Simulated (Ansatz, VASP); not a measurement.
SnGe3Se4 in VASP and in Ansatz

Contents of INCAR:

```
SYSTEM = SnGe3Se4
PREC = Accurate
ENCUT = 520
EDIFF = 1E-6
ISMEAR = 0
SIGMA = 0.1
LREAL = .False.
LASPH = .True.
NELM = 80
ALGO = Normal
ISIF = 2
LWAVE = .False.
LCHARG = .False.
GGA = PE
NBANDS = 50
```

File KPOINTS:

```
regular mesh
0
Gamma
  4 4 2
  0 0 0
```

The input POSCAR:

```
SnGe3Se4
1.0
    4.1279365000      0.0000000000      0.0000000000
    0.0000000000      5.8377837800      0.0000000000
    0.0000000000      0.0000000000      8.2558729900
Sn Ge Se
1 3 4
Direct
    0.5000000000      0.5000000000      0.0000000000
    0.0000000000      0.0000000000      0.7500000000
    0.0000000000      0.0000000000      0.2500000000
    0.5000000000      0.5000000000      0.5000000000
    0.0000000000      0.5000000000      0.7500000000
    0.5000000000      0.0000000000      0.0000000000
    0.0000000000      0.5000000000      0.2500000000
    0.5000000000      0.0000000000      0.5000000000
```

Input for Ansatz:

```yaml
crystal:
  lattice:
    - [4.1279365, 0.0, 0.0]
    - [0.0, 5.83778378, 0.0]
    - [0.0, 0.0, 8.25587299]
  atoms:
    - { symbol: Sn, position: [0.5, 0.5, 0.0] }
    - { symbol: Ge, position: [0.0, 0.0, 0.75] }
    - { symbol: Ge, position: [0.0, 0.0, 0.25] }
    - { symbol: Ge, position: [0.5, 0.5, 0.5] }
    - { symbol: Se, position: [0.0, 0.5, 0.75] }
    - { symbol: Se, position: [0.5, 0.0, 0.0] }
    - { symbol: Se, position: [0.0, 0.5, 0.25] }
    - { symbol: Se, position: [0.5, 0.0, 0.5] }
basis:
  ecutwfc: 420
kpoints:
  mp_grid: { grid: [4, 4, 2] }
hamiltonian:
  xc: pbe
scf:
  occupations: { method: gaussian, width: 0.1 }
  lower_state_search: "off"
output:
  forces: true
  stress: true
  eigenvalues: true
```

Alike in both runs: task single point; functional PBE; k mesh 4 × 4 × 2; occupations gaussian, width 0.1 eV; no spin polarisation.

|  | VASP | Ansatz |
| --- | --- | --- |
| version | VASP 6.6.1 | Ansatz 0.2.0 |
| potentials or method | VASP PAW PBE potentials, release 64 (Sn_d, Ge_d, Se), cutoff 520 eV | scalar-relativistic, plane waves, PAW |
| valence electrons in the cell | 80 | 120 |

|  | VASP | Ansatz | Ansatz less VASP |
| --- | --- | --- | --- |
| gap on the k mesh at the Fermi level (eV) | 0.01 | 0.01 | 0.000 |
| least direct gap on the mesh (eV) | 0.01 | 0.01 | 0.000 |
| pressure (GPa) | -2.0 | -2.0 | 0.00 |
| traceless stress, the component that is largest in VASP (GPa) | -0.11 | -0.11 | +0.001 |
| rms of the force components (eV/Å) | 0.158 | 0.158 | 0.0000 |

Atom by atom the forces differ by 0.000 eV/Å (rms over components). The functional is the same, so the differences come from potentials, cutoffs and numerics. VASP's potentials hold 80 valence electrons a cell and Ansatz's 120, so a difference there can come from the potentials and not from the codes.
